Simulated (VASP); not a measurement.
# Mg6F in VASP: further runs, part 2 of 2

VASP 6.6.1. Earlier steps stand in the parts before.

### 5 Single point, PBE

INCAR

```
SYSTEM = Mg6F
PREC = Accurate
ENCUT = 520
EDIFF = 1E-6
ISMEAR = 0
SIGMA = 0.1
LREAL = .False.
LASPH = .True.
NELM = 80
ALGO = Normal
ISIF = 2
LWAVE = .False.
LCHARG = .False.
LDIPOL = .True.
IDIPOL = 3
DIPOL = 0.5 0.5 0.326
GGA = PE
NBANDS = 18
```

KPOINTS

```
regular mesh
0
Gamma
  9 4 1
  0 0 0
```

POSCAR

```
Mg6F
1.0
    3.2034417932      0.0000000000      0.0000000000
   -1.6017208966      7.8153198520      0.0000000000
    0.0000000000      0.0000000000     20.9851131634
Mg F
6 1
Direct
    0.8493879956      0.6987759913      0.1906113143
    0.5210014932      0.0420029864      0.2197581863
    0.1926149907      0.3852299814      0.2489050583
    0.3710660944      0.7414803149      0.3283003664
    0.0426232582      0.0834482649      0.3542380799
    0.7128162912      0.4251093731      0.3805132287
    0.7128162912      1.3001093731      0.5582582792
```

Launch:

```console
> cat potpaw_PBE.64/Mg/POTCAR potpaw_PBE.64/F/POTCAR > POTCAR
> mpirun -np 1 vasp_std > vasp.out
```

Wall time 5 min (1 thread of Intel Xeon 6975P-C (Granite Rapids), shared host); peak memory 0.58 GiB.

The run converged. Its results:

```
Free energy   : -8.7380 eV
Largest force : 0.693 eV/Å
```

Forces in eV/Å, atoms in the order of the input:
```
Mg   0.001  0.039  0.120
Mg  -0.001 -0.057  0.035
Mg   0.001  0.014 -0.114
Mg   0.000  0.017 -0.007
Mg  -0.003 -0.039  0.116
Mg   0.006 -0.039  0.540
F   -0.005  0.067 -0.690
```

Levels at points of the mesh, in eV from the Fermi level:
| k point | band 6 | band 7 | band 8 | band 9 | band 10 | band 11 | band 12 | band 13 | band 14 | band 15 |
| --- | --- | --- | --- | --- | --- | --- | --- | --- | --- | --- |
| (0.00, 0.00, 0.00) | -1.76 | -1.55 | -0.62 | -0.25 | -0.19 | 0.06 | 1.09 | 1.34 | 2.52 | 3.30 |
| (0.00, 0.50, 0.00) | -0.98 | -0.56 | -0.45 | -0.35 | -0.19 | -0.06 | 0.06 | 1.16 | 1.89 | 2.25 |

Caveat: an odd number of electrons without spin polarisation forces a metal; a magnetic or distorted state may lie lower.

### 6 Single point, PBE

INCAR

```
PREC = Accurate ; ENCUT = 520
EDIFF = 1E-6 ; ISMEAR = 0
SIGMA = 0.1 ; LREAL = False
LASPH = True ; NELM = 100
ALGO = Normal ; ISIF = 2
LWAVE = False ; LCHARG = True
LDIPOL = True ; IDIPOL = 3
DIPOL = 0.5 0.5 0.304 ; GGA = PE
LELF = True ; LVHAR = True
LVACPOTAV = True ; NBANDS = 18
```

KPOINTS

```
Automatic mesh
0
Gamma
  9 4 1
```

Changes to POSCAR since step 5:

```diff
@@ -14,2 +14,2 @@
     0.7128162912      0.4251093731      0.3805132287
-    0.7128162912      1.3001093731      0.5582582792
+    0.7128162912      0.6751093731      0.4043396429
```

Potentials or basis: VASP PAW PBE potentials, release 64 (Mg, F).

Launch:

```console
> cat potpaw_PBE.64/Mg/POTCAR potpaw_PBE.64/F/POTCAR > POTCAR
> mpirun -np 1 vasp_std > vasp.out
```

OUTCAR:

```text
PREC = Accurate
   ENCUT = 520
   EDIFF = 1E-6
   ISMEAR = 0
   LREAL = False
   LASPH = True
   NELM = 100
   ISIF = 2
   GGA = PE

 ion  position               nearest neighbor table
   1  0.849  0.699  0.191-   3 3.17   3 3.17   2 3.18   2 3.18   4 3.32   4 3.32
   2  0.521  0.042  0.220-   3 3.18   3 3.18   1 3.18   1 3.18   5 3.26   5 3.26   4 3.27
   3  0.193  0.385  0.249-   1 3.17   1 3.17   2 3.18   2 3.18   6 3.21   6 3.21   5 3.23   4 3.24

   4  0.371  0.741  0.328-   7 2.06   7 2.61   6 3.14   6 3.14   5 3.16   5 3.16   3 3.24   2 3.27
                             1 3.32   1 3.32
   5  0.043  0.083  0.354-   6 3.16   4 3.16   6 3.16   4 3.16   3 3.23   2 3.26   2 3.26
   6  0.713  0.425  0.381-   7 2.06   4 3.14   4 3.14   5 3.16   5 3.16   3 3.21   3 3.21
   7  0.713  0.675  0.404-   6 2.06   4 2.06   4 2.61

  LATTYP: Found a base centered orthorhombic cell.
 ALAT       =     3.2034417932
 B/A-ratio  =     4.8793268968
 C/A-ratio  =     6.5508020804

  Lattice vectors:

 A1 = (   1.6017208966,  -7.8153198520,   0.0000000000)
 A2 = (   1.6017208966,   7.8153198520,   0.0000000000)
 A3 = (   0.0000000000,   0.0000000000,  20.9851131634)

Analysis of symmetry for initial positions (statically):
=====================================================================
 Subroutine PRICEL returns:
 Original cell was already a primitive cell.

 Routine SETGRP: Setting up the symmetry group for a
 base centered orthorhombic supercell.

 Subroutine GETGRP returns: Found  1 space group operations
 (whereof  1 operations were pure point group operations)
 out of a pool of  8 trial point group operations.

The static configuration has the point symmetry C_1 .

Analysis of symmetry for dynamics (positions and initial velocities):
=====================================================================
 Subroutine PRICEL returns:
 Original cell was already a primitive cell.

 Routine SETGRP: Setting up the symmetry group for a
 base centered orthorhombic supercell.

 Subroutine GETGRP returns: Found  1 space group operations
 (whereof  1 operations were pure point group operations)
 out of a pool of  8 trial point group operations.

The dynamic configuration has the point symmetry C_1 .

 Subroutine INISYM returns: Found  1 space group operations
 (whereof  1 operations are pure point group operations),
 and found     1 'primitive' translations

----------------------------------------------------------------------------------------

                                     Primitive cell

  volume of cell :     525.3817

  direct lattice vectors                    reciprocal lattice vectors
     3.203441793  0.000000000  0.000000000     0.312164249  0.063976908  0.000000000
    -1.601720897  7.815319852  0.000000000     0.000000000  0.127953816  0.000000000
     0.000000000  0.000000000 20.985113163     0.000000000  0.000000000  0.047652829

  length of vectors
     3.203441793  7.977764989 20.985113163     0.318652731  0.127953816  0.047652829

  position of ions in fractional coordinates (direct lattice)
     0.849387996  0.698775991  0.190611314
     0.521001493  0.042002986  0.219758186
     0.192614991  0.385229981  0.248905058
     0.371066094  0.741480315  0.328300366
     0.042623258  0.083448265  0.354238080
     0.712816291  0.425109373  0.380513229
     0.712816291  0.675109373  0.404339643
[... 80 lines left out ...]
   k-points           NKPTS =     19   k-points in BZ     NKDIM =     19   number of bands    NBANDS=     18
   number of dos      NEDOS =    301   number of ions     NIONS =      7
   total plane-waves  NPLWV = 230400
   dimension x,y,z NGX =    24 NGY =   60 NGZ =  160
   dimension x,y,z NGXF=    48 NGYF=  120 NGZF=  320
   ions per type =               6   1
   NGX,Y,Z   is equivalent  to a cutoff of  12.46, 12.50, 12.68 a.u.
   NGXF,Y,Z  is equivalent  to a cutoff of  24.91, 25.01, 25.35 a.u.
 SYSTEM =  unknown system
   PREC   = accura    normal or accurate (medium, high low for compatibility)
   ISTART =      0    job   : 0-new  1-cont  2-samecut
   ICHARG =      2    charge: 1-file 2-atom 10-const
   ISPIN  =      1    spin polarized calculation?
   LNONCOLLINEAR =      F non collinear calculations
   LSORBIT =      F    spin-orbit coupling
   LASPH  =      T    aspherical Exc in radial PAW
   ENCUT  =  520.0 eV  38.22 Ry    6.18 a.u.   5.96 14.83 39.02*2*pi/ulx,y,z
   NELM   =    100;   NELMIN=  2; NELMDL= -5     # of ELM steps
   EDIFF  = 0.1E-05   stopping-criterion for ELM
   LREAL  =      F    real-space projection
   EDIFFG = 0.1E-04   stopping-criterion for IOM
   NSW    =      0    number of steps for IOM
   IBRION =     -1    ionic relax: 0-MD 1-quasi-New 2-CG
   NFREE  =      0    steps in history (QN), initial steepest desc. (CG)
   ISIF   =      2    stress and relaxation
   ISYM   =      2    0-nonsym 1-usesym 2-fastsym
   POTIM  = 0.5000    time-step for ionic-motion
   TEBEG  =    0.0;   TEEND  =   0.0 temperature during run
   PSTRESS=    0.0 pullay stress
   NELECT =      19.0000    total number of electrons
   NUPDOWN=      -1.0000    fix difference up-down
   EMIN   =  10.00;   EMAX   =-10.00  energy-range for DOS
   EFERMI =   0.00;   METHOD = LEGACY
   ISMEAR =     0;   SIGMA  =   0.10  broadening in eV -4-tet -1-fermi 0-gaus
   EFERMI_NEDOS =   21; number of points for ismear=-14 and -15
   IALGO  =     38    algorithm
   IMIX   =      4    mixing-type and parameters
     AMIX     =   0.40;   BMIX     =  1.00
     AMIX_MAG =   1.60;   BMIX_MAG =  1.00
  volume/ion in A,a.u.               =      75.05       506.49
  Fermi-wavevector in a.u.,A,eV,Ry     =   0.541379  1.023057  3.987742  0.293091
  Thomas-Fermi vector in A             =   1.568933
   LORBIT       =      0    0 simple, 1 ext, 2 COOP (PROOUT), +10 PAW based schemes
   GGA     = PE    functional components
   LHFCALC =     F    Hartree Fock is set to
   AEXX    =    0.0000 exact exchange contribution
   IVDW    =     0    specifies the selected vdW correction
   LEPSILON=     F    determine dielectric tensor
   LRPA    =     F    only Hartree local field effects (RPA)
 non-spin polarized calculation
 Gauss-broadening in eV      SIGMA  =   0.10
  energy-cutoff  :      520.00
  volume of cell :      525.38
 maximum number of plane-waves:     14191
   NGX = 11   NGY = 29   NGZ = 79

 number of electron      19.0000002 magnetization

 dipolmoment           0.000000      0.000000      0.024174 electrons x Angstroem

 Free energy of the ion-electron system (eV)
  ---------------------------------------------------
  ext. energy  EPLUGINS =         0.00000000
  ---------------------------------------------------
  free energy    TOTEN  =       -13.51910121 eV

  energy without entropy =      -13.50749113  energy(sigma->0) =      -13.51329617

 E-fermi :  -1.8552     XC(G=0):  -3.1721

 val. band max:       -1.8554136253   @ k =   0.3333   0.5000   0.0000
 cond. band min:      -1.8010363005   @ k =   0.2222   0.2500   0.0000
 fundamental gap:      0.0543773248
 Fermi energy:        -1.8551520113

 k-point     1 :       0.0000    0.0000    0.0000
  band No.  band energies     occupation
      1     -26.1662      2.00000
      2      -8.3649      2.00000
      3      -8.3214      2.00000
      4      -7.4480      2.00000
      5      -7.1673      2.00000
      6      -5.8725      2.00000
[... 376 lines left out ...]
      5      -4.7263      2.00000
      6      -3.7440      2.00000
[... 10 lines left out ...]
     17       1.5095      0.00000
     18       1.8090      0.00000

------------------------ aborting loop because EDIFF is reached ----------------------------------------

  FORCE on cell =-STRESS in cart. coord.  units (eV):
  Direction    XX          YY          ZZ          XY          YZ          ZX
  --------------------------------------------------------------------------------------
  -------------------------------------------------------------------------------------
  Total       -2.5868624     -2.0333035     -1.6714126      0.4031953     -0.4139129      0.0154527
  in kB       -7.8887647     -6.2006596     -5.0970554      1.2295639     -1.2622479      0.0471238
  external PRESSURE =      -6.3954932 kB  Pullay stress =       0.0000000 kB

 VOLUME and BASIS-vectors are now :
 -----------------------------------------------------------------------------
  energy-cutoff  :      520.00
  volume of cell :      525.38
      direct lattice vectors                 reciprocal lattice vectors
     3.203441793  0.000000000  0.000000000     0.312164249  0.063976908  0.000000000
    -1.601720897  7.815319852  0.000000000     0.000000000  0.127953816  0.000000000
     0.000000000  0.000000000 20.985113163     0.000000000  0.000000000  0.047652829

 POSITION                                       TOTAL-FORCE (eV/Angst)
 -----------------------------------------------------------------------------------
      1.60172      5.46116      4.00000         0.006916      0.031229      0.220424
      1.60172      0.32827      4.61165        -0.009723     -0.148846      0.087074
      0.00000      3.01070      5.22330        -0.025189      0.161464     -0.080988
      0.00104      5.79491      6.88942         0.110298      0.005779      0.351483
      0.00288      0.65217      7.43373        -0.008870      0.215691     -0.026787
      1.60256      3.32237      7.98511        -0.189355      0.175684      0.066051
      1.20213      5.27620      8.48511         0.115922     -0.441002     -0.617256
 -----------------------------------------------------------------------------------
    total drift:                                0.000496     -0.000029      0.000633

  FREE ENERGIE OF THE ION-ELECTRON SYSTEM (eV)
  ---------------------------------------------------
  free  energy   TOTEN  =       -13.5191012054 eV

  energy  without entropy=      -13.5074911253  energy(sigma->0) =      -13.51329617

 vacuum level on the upper side and lower side of the slab         1.924         1.749
```

It took 3.3 min on 1 thread of Intel Xeon 6975P-C (Granite Rapids), shared host; peak memory 0.57 GiB.

Results:

```yaml
Free_energy: -13.5191 eV
Largest_force: 0.767 eV/Å
```

Forces on the atoms (eV/Å):
```
Mg   0.007  0.031  0.220
Mg  -0.010 -0.149  0.087
Mg  -0.025  0.161 -0.081
Mg   0.110  0.006  0.351
Mg  -0.009  0.216 -0.027
Mg  -0.189  0.176  0.066
F    0.116 -0.441 -0.617
```

Caveat: an odd number of electrons without spin polarisation forces a metal; a magnetic or distorted state may lie lower.
